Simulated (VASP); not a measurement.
# Li4NbO4 (Cm) in VASP: a series of runs

Runs on Li4NbO4. Level: PBEsol. Tasks: single point.

Program: VASP 6.6.1. These are calculated values, not measurements. Logs are shortened: lines on timing, memory, paths and dates and some standing lists are left out, and cuts for length are marked.

**1. The cell of the first run**

The structure is monoclinic, space group Cm (No. 8). The conventional cell has a = 10.782 Å, b = 3.260 Å, c = 7.624 Å, α = 90.00°, β = 135.00°, γ = 90.00°. Within 2.2 Å of Li (site symmetry m) lie 4 O at 1.68 to 2.09 Å. Within 2.6 Å of Li (site symmetry m) lie 4 O at 1.92 to 2.04 Å and 2 Li at 2.51 Å. Li (site symmetry m) has 4 O at 1.92 to 2.04 Å and 2 Li at 2.51 Å within 2.6 Å. Li (site symmetry m) has 4 O at 1.92 to 2.04 Å and 2 Li at 2.54 Å within 2.6 Å. Within 2.6 Å of Nb (site symmetry m) lie 4 O at 1.94 Å and 1 Li at 2.55 Å. Within 2.5 Å of O (site symmetry m) lie 4 Li at 1.92 to 2.04 Å and 1 Nb at 1.94 Å. O (site symmetry m) has 1 Nb at 1.94 Å and 4 Li at 1.94 to 2.09 Å within 2.6 Å. O (site symmetry m) has 4 Li at 1.92 to 1.94 Å and 1 Nb at 1.94 Å within 2.5 Å.

**2. Single point, PBEsol (atom 1 (Li) moved by -0.203 Å along [1 0 0] and +0.203 Å along [0 1 0])**

File INCAR:

```
SYSTEM = Li4NbO4
  PREC = Accurate
  ENCUT = 520
  EDIFF = 1E-7
  ISMEAR = 0
  SIGMA = 0.05
  LREAL = .False.
  LASPH = .True.
  NELM = 80
  ALGO = Normal
  ISIF = 2
  LWAVE = .False.
  LCHARG = .False.
  GGA = PS
  NBANDS = 34
```

File KPOINTS:

```
regular mesh
0
Gamma
  10 10 10
  0 0 0
```

File POSCAR:

```
Li4NbO4
1.0
   -3.8119495391      3.8119495391      1.6301049253
    3.8119495391     -3.8119495391      1.6301049253
    3.8119495391      3.8119495391     -1.6301049253
Li Nb O
4 1 4
Direct
    0.3075937727      0.1307668100      0.4383605826
    0.8426719780      0.3341549847      0.1768269627
    0.1573280220      0.6658450153      0.8231730373
    0.6658450153      0.8426719780      0.5085169933
    0.0000000000      0.0000000000      0.0000000000
    0.7589255465      0.0797104317      0.8386359782
    0.9202895683      0.7589255465      0.6792151148
    0.0797104317      0.2410744535      0.3207848852
    0.2410744535      0.9202895683      0.1613640218
```

Potentials or basis: VASP PAW PBE potentials, release 64 (Li_sv, Nb_sv, O).

Run with:

```sh
cat potpaw_PBE.64/Li_sv/POTCAR potpaw_PBE.64/Nb_sv/POTCAR potpaw_PBE.64/O/POTCAR > POTCAR
mpirun -np 1 vasp_std > vasp.out
```

OUTCAR:

```text
SYSTEM = Li4NbO4
   PREC = Accurate
   ENCUT = 520
   EDIFF = 1E-7
   ISMEAR = 0
   LREAL = .False.
   LASPH = .True.
   NELM = 80
   ISIF = 2
   GGA = PS

 ion  position               nearest neighbor table
   1  0.308  0.131  0.438-   9 1.68   8 1.93   7 2.09   7 2.09   4 2.54   4 2.54   5 2.55
   2  0.843  0.334  0.177-   9 1.92   9 1.92   8 1.94   6 2.04   3 2.51   3 2.51   5 2.82
   3  0.157  0.666  0.823-   6 1.92   6 1.92   7 1.94   9 2.04   2 2.51   2 2.51   5 2.82
   4  0.666  0.843  0.509-   8 1.92   8 1.92   6 1.94   7 2.04   1 2.54   1 2.54   5 2.82
   5  0.000  0.000  0.000-   7 1.94   8 1.94   6 1.94   9 1.94   1 2.55   3 2.82   4 2.82   2 2.82

   6  0.759  0.080  0.839-   3 1.92   3 1.92   5 1.94   4 1.94   2 2.04
   7  0.920  0.759  0.679-   5 1.94   3 1.94   4 2.04   1 2.09   1 2.09
   8  0.080  0.241  0.321-   4 1.92   4 1.92   1 1.93   5 1.94   2 1.94
   9  0.241  0.920  0.161-   1 1.68   2 1.92   2 1.92   5 1.94   3 2.04

  LATTYP: Found a body centered tetragonal cell.
 ALAT       =     7.6238990782
 C/A-ratio  =     0.4276302476

  Lattice vectors:

 A1 = (  -3.8119495391,   3.8119495391,   1.6301049253)
 A2 = (   3.8119495391,  -3.8119495391,   1.6301049253)
 A3 = (   3.8119495391,   3.8119495391,  -1.6301049253)

Analysis of symmetry for initial positions (statically):
=====================================================================
 Subroutine PRICEL returns:
 Original cell was already a primitive cell.

 Routine SETGRP: Setting up the symmetry group for a
 body centered tetragonal supercell.

 Subroutine GETGRP returns: Found  2 space group operations
 (whereof  2 operations were pure point group operations)
 out of a pool of 16 trial point group operations.

The static configuration has the point symmetry C_1h.

Analysis of symmetry for dynamics (positions and initial velocities):
=====================================================================
 Subroutine PRICEL returns:
 Original cell was already a primitive cell.

 Routine SETGRP: Setting up the symmetry group for a
 body centered tetragonal supercell.

 Subroutine GETGRP returns: Found  2 space group operations
 (whereof  2 operations were pure point group operations)
 out of a pool of 16 trial point group operations.

The dynamic configuration has the point symmetry C_1h.

 Subroutine INISYM returns: Found  2 space group operations
 (whereof  2 operations are pure point group operations),
 and found     1 'primitive' translations

[... 116 lines left out ...]
   POTIM  = 0.5000    time-step for ionic-motion
   TEBEG  =    0.0;   TEEND  =   0.0 temperature during run
   PSTRESS=    0.0 pullay stress
   NELECT =      49.0000    total number of electrons
   NUPDOWN=      -1.0000    fix difference up-down
   EMIN   =  10.00;   EMAX   =-10.00  energy-range for DOS
   EFERMI =   0.00;   METHOD = LEGACY
   ISMEAR =     0;   SIGMA  =   0.05  broadening in eV -4-tet -1-fermi 0-gaus
   EFERMI_NEDOS =   21; number of points for ismear=-14 and -15
   IALGO  =     38    algorithm
   IMIX   =      4    mixing-type and parameters
     AMIX     =   0.40;   BMIX     =  1.00
     AMIX_MAG =   1.60;   BMIX_MAG =  1.00
  volume/ion in A,a.u.               =      10.53        71.04
  Fermi-wavevector in a.u.,A,eV,Ry     =   1.314065  2.483223 23.494096  1.726767
  Thomas-Fermi vector in A             =   2.444344
   LORBIT       =      0    0 simple, 1 ext, 2 COOP (PROOUT), +10 PAW based schemes
   GGA     = PS    functional components
   LHFCALC =     F    Hartree Fock is set to
   AEXX    =    0.0000 exact exchange contribution
   IVDW    =     0    specifies the selected vdW correction
   LEPSILON=     F    determine dielectric tensor
   LRPA    =     F    only Hartree local field effects (RPA)
 non-spin polarized calculation
 Gauss-broadening in eV      SIGMA  =   0.05
  energy-cutoff  :      520.00
  volume of cell :       94.75
 maximum number of plane-waves:      2570
 NGX is ok and might be reduce to    42
   NGX = 21   NGY = 21   NGZ = 21

 number of electron      49.0000001 magnetization

 Free energy of the ion-electron system (eV)
  ---------------------------------------------------
  ext. energy  EPLUGINS =         0.00000000
  ---------------------------------------------------
  free energy    TOTEN  =       -58.96672434 eV

  energy without entropy =      -58.96672434  energy(sigma->0) =      -58.96672434

 E-fermi :   3.3741     XC(G=0):  -9.9898

 val. band max:        3.1256341168   @ k =  -0.1000  -0.1000   0.1000
 cond. band min:       4.4083710574   @ k =  -0.4000  -0.3000   0.3000
 fundamental gap:      1.2827369405
 Fermi energy:         3.3741224592

 k-point     1 :       0.0000    0.0000    0.0000
  band No.  band energies     occupation
      1     -51.8998      2.00000
      2     -39.9646      2.00000
      3     -39.7972      2.00000
      4     -39.7379      2.00000
      5     -39.7313      2.00000
      6     -28.2583      2.00000
[... 877 lines left out ...]
     33      12.2574      0.00000
     34      12.9732      0.00000

 [... further k-points ...]

------------------------ aborting loop because EDIFF is reached ----------------------------------------

  FORCE on cell =-STRESS in cart. coord.  units (eV):
  Direction    XX          YY          ZZ          XY          YZ          ZX
  --------------------------------------------------------------------------------------
  -------------------------------------------------------------------------------------
  Total        1.3247905      1.7708598     -0.4911636      0.8548676      0.0000000      0.0000000
  in kB       22.4020601     29.9450417     -8.3055210     14.4557154      0.0000000      0.0000000
  external PRESSURE =      14.6805269 kB  Pullay stress =       0.0000000 kB

 VOLUME and BASIS-vectors are now :
 -----------------------------------------------------------------------------
  energy-cutoff  :      520.00
  volume of cell :       94.75
      direct lattice vectors                 reciprocal lattice vectors
    -3.811949539  3.811949539  1.630104925     0.000000000  0.131166479  0.306728722
     3.811949539 -3.811949539  1.630104925     0.131166479  0.000000000  0.306728722
     3.811949539  3.811949539 -1.630104925     0.131166479  0.131166479  0.000000000

 POSITION                                       TOTAL-FORCE (eV/Angst)
 -----------------------------------------------------------------------------------
      0.99695      2.34506      0.00000         2.048362      1.487420     -0.000000
     -1.26439      2.61250      1.63010        -0.115691      0.027174     -0.000000
      5.07634      1.19945      0.00000        -0.027911     -0.148066     -0.000000
      2.61250      1.26439      1.63010         0.068012      0.149356      0.000000
      0.00000      0.00000      0.00000        -0.851959     -1.309018      0.000000
      0.60770      5.78597      0.00000         0.045146      0.183787     -0.000000
      1.97402      3.20425      1.63010         0.057584     -0.128868     -0.000000
      1.83793      0.60770      0.00000        -0.073929     -0.038383     -0.000000
      3.20425     -1.97402      1.63010        -1.149614     -0.223402     -0.000000
 -----------------------------------------------------------------------------------
    total drift:                                0.001099      0.000571      0.000008

  FREE ENERGIE OF THE ION-ELECTRON SYSTEM (eV)
  ---------------------------------------------------
  free  energy   TOTEN  =       -58.9667243445 eV

  energy  without entropy=      -58.9667243445  energy(sigma->0) =      -58.96672434
```

OSZICAR:

```text
N       E                     dE             d eps       ncg     rms          rms(c)
DAV:   1     0.465803185756E+03    0.46580E+03   -0.24268E+04 19184   0.154E+03
DAV:   2    -0.222269268344E+02   -0.48803E+03   -0.46027E+03 23734   0.480E+02
DAV:   3    -0.659004364564E+02   -0.43674E+02   -0.43212E+02 29166   0.125E+02
DAV:   4    -0.708236957997E+02   -0.49233E+01   -0.48983E+01 32848   0.387E+01
DAV:   5    -0.711072940975E+02   -0.28360E+00   -0.28354E+00 28766   0.687E+00    0.202E+01
DAV:   6    -0.592309277560E+02    0.11876E+02   -0.49377E+01 26248   0.433E+01    0.807E+00
DAV:   7    -0.590323938542E+02    0.19853E+00   -0.51030E+00 29128   0.137E+01    0.423E+00
DAV:   8    -0.589762310144E+02    0.56163E-01   -0.68220E-01 30326   0.567E+00    0.150E+00
DAV:   9    -0.589644013305E+02    0.11830E-01   -0.90951E-02 25734   0.237E+00    0.488E-01
DAV:  10    -0.589656648846E+02   -0.12636E-02   -0.19964E-02 28996   0.927E-01    0.154E-01
DAV:  11    -0.589664331991E+02   -0.76831E-03   -0.20318E-03 28018   0.284E-01    0.805E-02
DAV:  12    -0.589666889151E+02   -0.25572E-03   -0.34207E-04 21208   0.159E-01    0.233E-02
DAV:  13    -0.589667186517E+02   -0.29737E-04   -0.65815E-05 25136   0.547E-02    0.126E-02
DAV:  14    -0.589667232363E+02   -0.45846E-05   -0.12056E-05 27120   0.227E-02    0.625E-03
DAV:  15    -0.589667243373E+02   -0.11010E-05   -0.21980E-06 21352   0.116E-02    0.179E-03
DAV:  16    -0.589667243445E+02   -0.72223E-08   -0.24175E-07 20696   0.448E-03
   1 F= -.58966724E+02 E0= -.58966724E+02  d E =-.227191E-14
```

Wall time 40 min (1 thread of Oxide Virtual Turin-like, shared host); peak memory 0.77 GiB.

Results:

* Free energy: -58.9667 eV
* Largest force: 2.531 eV/Å
* Band gap on the k mesh: zero (an odd number of electrons rules out a gap without spin polarisation)

Forces in eV/Å, atoms in the order of the input:
```
Li   2.048  1.487  0.000
Li  -0.116  0.027  0.000
Li  -0.028 -0.148  0.000
Li   0.068  0.149  0.000
Nb  -0.852 -1.309  0.000
O    0.045  0.184  0.000
O    0.058 -0.129  0.000
O   -0.074 -0.038  0.000
O   -1.150 -0.223  0.000
```

Levels at points of the mesh, in eV from the Fermi level:
| k point | band 23 | band 24 | band 25 | band 26 | band 27 | band 28 |
| --- | --- | --- | --- | --- | --- | --- |
| (0.00, 0.00, 0.00) | -1.74 | -1.64 | -1.57 | 2.97 | 3.08 | 3.33 |
| (0.50, 0.00, 0.00) | -1.88 | -1.86 | 1.90 | 2.02 | 3.50 | 4.43 |
| (0.50, 0.00, 0.50) | -1.99 | -1.83 | 1.94 | 1.97 | 3.51 | 4.43 |
| (0.50, 0.50, 0.00) | -1.85 | -1.77 | -1.64 | 2.97 | 3.10 | 3.39 |
| (0.00, 0.00, 0.50) | -2.00 | -1.85 | -1.68 | 2.96 | 3.10 | 3.36 |
| (0.50, 0.50, 0.50) | -2.00 | -1.96 | -1.46 | 2.93 | 3.00 | 3.11 |

Caveat: the cell differs from its parent crystal (atom 1 (Li) moved by -0.203 Å along [1 0 0] and +0.203 Å along [0 1 0]); the cutoff is under 1.25 times the usual one of these potentials, so pressure, stress and relaxed cells hold a basis-set (Pulay) error; the PAW data sets were made with another functional, which shifts forces and pressure a little; an odd number of electrons without spin polarisation forces a metal; a magnetic or distorted state may lie lower.

**3. Single point, PBEsol (atom 1 (Li) moved by +0.405 Å along [1 0 0] and -0.608 Å along [0 1 0])**

File INCAR:

```
SYSTEM = Li4NbO4
PREC = Accurate
ENCUT = 520
EDIFF = 1E-6
ISMEAR = 0
SIGMA = 0.05
LREAL = .False.
LASPH = .True.
NELM = 100
ALGO = Normal
ISIF = 2
LWAVE = .False.
LCHARG = .True.
GGA = PS
LELF = .True.
LVHAR = .True.
NBANDS = 34
```

File KPOINTS:

```
Automatic mesh
0
Gamma
  10 10 10
  0 0 0
```

Edit POSCAR of step 2 so:

```diff
@@ -8,3 +8,3 @@
 Direct
-    0.3075937727      0.1307668100      0.4383605826
+    0.4138386208      0.2104504461      0.6242890669
     0.8426719780      0.3341549847      0.1768269627
```

Potentials or basis: VASP PAW PBE potentials, release 64 (Li_sv, Nb_sv, O).

Run with:

```sh
cat potpaw_PBE.64/Li_sv/POTCAR potpaw_PBE.64/Nb_sv/POTCAR potpaw_PBE.64/O/POTCAR > POTCAR
mpirun -np 1 vasp_std > vasp.out
```

Wall time 36 min (1 thread of Oxide Virtual Turin-like, shared host); peak memory 0.77 GiB.

Results (log left out):

| Quantity | Value |
| --- | --- |
| Free energy | -58.3048 eV |
| Largest force | 2.832 eV/Å |
| Band gap on the k mesh | zero (an odd number of electrons rules out a gap without spin polarisation) |

Forces on the atoms (eV/Å):
```
Li  -1.808 -1.242  0.000
Li   0.237  0.063  0.000
Li  -0.063  0.497  0.000
Li  -0.379 -0.079  0.000
Nb   1.955  2.050  0.000
O    0.032 -0.566  0.000
O    0.488  0.403  0.000
O   -0.257 -0.457  0.000
O   -0.204 -0.668  0.000
```

Levels at points of the mesh, in eV from the Fermi level:
```tsv
k point	band 23	band 24	band 25	band 26	band 27	band 28
(0.00, 0.00, 0.00)	-1.69	-1.25	-1.22	3.08	3.22	3.55
(0.50, 0.00, 0.00)	-1.66	-1.29	2.07	2.16	3.77	4.57
(0.50, 0.00, 0.50)	-1.74	-1.30	2.03	2.21	3.76	4.56
(0.50, 0.50, 0.00)	-1.87	-1.43	-1.33	3.07	3.24	3.59
(0.00, 0.00, 0.50)	-1.73	-1.71	-1.23	3.07	3.23	3.64
(0.50, 0.50, 0.50)	-1.84	-1.76	-1.02	3.09	3.16	3.25
```

Caveat: the cell differs from its parent crystal (atom 1 (Li) moved by +0.405 Å along [1 0 0] and -0.608 Å along [0 1 0]); the cutoff is under 1.25 times the usual one of these potentials, so pressure, stress and relaxed cells hold a basis-set (Pulay) error; the PAW data sets were made with another functional, which shifts forces and pressure a little; an odd number of electrons without spin polarisation forces a metal; a magnetic or distorted state may lie lower.

**4. Single point, PBEsol (atom 1 (Li) moved by +0.810 Å along [1 0 0] and -0.608 Å along [0 1 0])**

File INCAR:

```
SYSTEM = Li4NbO4
PREC     = Accurate       ! precision mode
ENCUT    = 520            ! plane-wave cutoff, eV
EDIFF    = 1E-6           ! SCF threshold, eV
ISMEAR   = 0              ! smearing method
SIGMA    = 0.05           ! smearing width, eV
LREAL    = .FALSE.        ! projectors in reciprocal space
LASPH    = .TRUE.         ! aspherical terms in the spheres
NELM     = 60             ! most SCF steps
ALGO     = Normal         ! electronic algorithm
ISIF     = 2              ! what is computed and relaxed
LWAVE    = .FALSE.        ! write WAVECAR
LCHARG   = .FALSE.        ! write CHGCAR
GGA      = PS             ! functional
NBANDS   = 34             ! bands
```

File KPOINTS:

```
Automatic mesh
0
G
  10 10 10
  0 0 0
```

Edit POSCAR of step 3 so:

```diff
@@ -8,3 +8,3 @@
 Direct
-    0.4138386208      0.2104504461      0.6242890669
+    0.4138386208      0.2635728702      0.6774114910
     0.8426719780      0.3341549847      0.1768269627
```

Run with:

```sh
cat potpaw_PBE.64/Li_sv/POTCAR potpaw_PBE.64/Nb_sv/POTCAR potpaw_PBE.64/O/POTCAR > POTCAR
mpirun -np 1 vasp_std > vasp.out
```

Run time: 31 min. Hardware: 1 thread of Oxide Virtual Turin-like, shared host; peak memory 0.76 GiB.

Results (log left out):

- Free energy: -57.4222 eV
- Largest force: 4.120 eV/Å
- Band gap on the k mesh: zero (an odd number of electrons rules out a gap without spin polarisation)

Forces in eV/Å, atoms in the order of the input:
```
Li  -2.494 -1.449  0.000
Li   0.370  0.105  0.000
Li  -0.143  0.264  0.000
Li  -0.357 -0.283  0.000
Nb   2.979  2.846  0.000
O   -0.089 -0.372  0.000
O    0.352  0.379  0.000
O   -0.224 -0.408  0.000
O   -0.393 -1.083  0.000
```

Levels at points of the mesh, in eV from the Fermi level:
```
           k point  band 22  band 23  band 24  band 25  band 26  band 27  band 28  band 29
(0.00, 0.00, 0.00)    -1.73    -1.55    -1.08    -1.01     3.12     3.33     3.70     4.96
(0.50, 0.00, 0.00)    -1.72    -1.42    -1.06     1.72     2.23     3.92     4.60     4.78
(0.50, 0.00, 0.50)    -1.60    -1.50    -1.06     1.68     2.27     3.91     4.60     4.77
(0.50, 0.50, 0.00)    -1.81    -1.71    -1.27    -1.08     3.12     3.35     3.75     5.52
(0.00, 0.00, 0.50)    -1.75    -1.53    -1.51    -1.01     3.13     3.33     3.77     5.64
(0.50, 0.50, 0.50)    -1.75    -1.70    -1.51    -0.81     3.14     3.36     3.45     5.58
```

Caveat: the cell differs from its parent crystal (atom 1 (Li) moved by +0.810 Å along [1 0 0] and -0.608 Å along [0 1 0]); the cutoff is under 1.25 times the usual one of these potentials, so pressure, stress and relaxed cells hold a basis-set (Pulay) error; the PAW data sets were made with another functional, which shifts forces and pressure a little; an odd number of electrons without spin polarisation forces a metal; a magnetic or distorted state may lie lower.

**5. Single point, PBEsol (atom 1 (Li) moved by +0.810 Å along [1 0 0] and -0.810 Å along [0 1 0])**

File INCAR:

```
SYSTEM = Li4NbO4
ALGO = Normal
EDIFF = 1E-6
ENCUT = 520
GGA = PS
ISIF = 2
ISMEAR = 0
LASPH = .TRUE.
LCHARG = .FALSE.
LREAL = .FALSE.
LWAVE = .FALSE.
NBANDS = 34
NELM = 80
PREC = Accurate
SIGMA = 0.05
```

File KPOINTS:

```
k-points
0
G
  10 10 10
  0 0 0
```

Edit POSCAR of step 4 so:

```diff
@@ -8,3 +8,3 @@
 Direct
-    0.4138386208      0.2635728702      0.6774114910
+    0.4403998329      0.2635728702      0.7039727030
     0.8426719780      0.3341549847      0.1768269627
```

Run with:

```sh
cat potpaw_PBE.64/Li_sv/POTCAR potpaw_PBE.64/Nb_sv/POTCAR potpaw_PBE.64/O/POTCAR > POTCAR
mpirun -np 1 vasp_std > vasp.out
```

It took 21 min on 1 thread of Oxide Virtual Turin-like, shared host; peak memory 0.77 GiB.

The run converged. Its results:

- Free energy: -57.1756 eV
- Largest force: 4.429 eV/Å
- Band gap on the k mesh: zero (an odd number of electrons rules out a gap without spin polarisation)

Forces in eV/Å, atoms in the order of the input:
```
Li  -2.643 -0.971  0.000
Li   0.369  0.172  0.000
Li  -0.255  0.446  0.000
Li  -0.448 -0.126  0.000
Nb   3.500  2.714  0.000
O    0.054 -0.566  0.000
O    0.318  0.106  0.000
O   -0.384 -0.640  0.000
O   -0.510 -1.135  0.000
```

Levels at points of the mesh, in eV from the Fermi level:
| k point | band 21 | band 22 | band 23 | band 24 | band 25 | band 26 | band 27 | band 28 | band 29 | band 30 |
| --- | --- | --- | --- | --- | --- | --- | --- | --- | --- | --- |
| (0.00, 0.00, 0.00) | -1.74 | -1.60 | -1.49 | -0.93 | -0.90 | 3.24 | 3.42 | 3.83 | 5.04 | 6.41 |
| (0.50, 0.00, 0.00) | -1.96 | -1.59 | -1.29 | -0.91 | 1.76 | 2.31 | 4.04 | 4.68 | 4.86 | 6.43 |
| (0.50, 0.00, 0.50) | -2.06 | -1.47 | -1.38 | -0.92 | 1.72 | 2.35 | 4.03 | 4.67 | 4.86 | 6.29 |
| (0.50, 0.50, 0.00) | -1.90 | -1.72 | -1.58 | -1.09 | -0.96 | 3.24 | 3.43 | 3.87 | 5.61 | 6.75 |
| (0.00, 0.00, 0.50) | -1.84 | -1.64 | -1.44 | -1.42 | -0.88 | 3.23 | 3.43 | 3.89 | 5.73 | 6.53 |
| (0.50, 0.50, 0.50) | -1.96 | -1.58 | -1.58 | -1.45 | -0.68 | 3.26 | 3.45 | 3.55 | 5.66 | 6.50 |

Caveat: the cell differs from its parent crystal (atom 1 (Li) moved by +0.810 Å along [1 0 0] and -0.810 Å along [0 1 0]); the cutoff is under 1.25 times the usual one of these potentials, so pressure, stress and relaxed cells hold a basis-set (Pulay) error; the PAW data sets were made with another functional, which shifts forces and pressure a little; an odd number of electrons without spin polarisation forces a metal; a magnetic or distorted state may lie lower.

**6. Summary**

| cell | gap on the mesh (eV) | largest force (eV/Å) |
| --- | --- | --- |
| as given, atomic positions A | none | 2.53 |
| as given, atomic positions B | none | 2.83 |
| as given, atomic positions C | none | 4.12 |
| as given, atomic positions D | none | 4.43 |

Alike in all rows: task single point; level PBEsol; potentials or basis VASP PAW PBE potentials, release 64 (Li_sv, Nb_sv, O); no spin polarisation; k mesh 10 × 10 × 10; cutoff (eV) 520; smearing gaussian 0.05 eV.

Caveats: the cutoff is under 1.25 times the usual one of these potentials, so pressure, stress and relaxed cells hold a basis-set (Pulay) error; the PAW data sets were made with another functional, which shifts forces and pressure a little; an odd number of electrons without spin polarisation forces a metal; a magnetic or distorted state may lie lower.

Absolute energies hang on the potentials; compare differences alone.

The gap in the log of VASP goes by the Fermi energy; the results here count the filled bands.